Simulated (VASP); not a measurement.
Write the native input for VASP 6.6.1 that does the following.

```
Task                   : single point
Functional             : LDA
Potentials or basis    : VASP PAW LDA potentials, release 64 (Mg)
Cutoff                 : 520 eV
k mesh                 : 16 × 16 × 16
Occupations            : fermi-dirac, width 0.03 eV
Spin                   : no spin polarisation
Dipole correction      : no
Further INCAR settings : ALGO = Normal; EDIFF = 1e-06; NBANDS = 7
```

The structure of Mg lies in POSCAR:

```
Mg
1.0
    0.0000000000      2.1769283200      2.2442560000
    2.1769283200      0.0000000000      2.2442560000
    2.1769283200      2.1769283200      0.0000000000
Mg
1
Direct
    0.0000000000      0.0000000000      0.0000000000
```

This cell differs from its parent crystal: equal xx and yy strain of -3 %.

The input as run:

INCAR

```
PREC     = Accurate       # precision mode
ENCUT    = 520            # plane-wave cutoff, eV
EDIFF    = 1E-6           # SCF threshold, eV
ISMEAR   = -1             # smearing method
SIGMA    = 0.03           # smearing width, eV
LREAL    = F              # projectors in reciprocal space
LASPH    = T              # aspherical terms in the spheres
NELM     = 100            # most SCF steps
ALGO     = Normal         # electronic algorithm
ISIF     = 2              # what is computed and relaxed
LWAVE    = F              # write WAVECAR
LCHARG   = F              # write CHGCAR
NBANDS   = 7              # bands
```

KPOINTS

```
regular mesh
0
Gamma
  16 16 16
```

Potentials or basis: VASP PAW LDA potentials, release 64 (Mg).

Run with:

```bash
$ cat potpaw_LDA.64/Mg/POTCAR > POTCAR
$ mpirun -np 1 vasp_std > vasp.out
```

Results of the run:

- Pressure: 0.6 GPa
- Band gap on the k mesh: zero (bands 1 and 2 overlap by 2.87 eV)

Caveat: the cell differs from its parent crystal (equal xx and yy strain of -3 %).

Wall time 34 s on 1 thread of Intel Xeon 8259CL, on a shared host, peak memory 0.17 GiB.
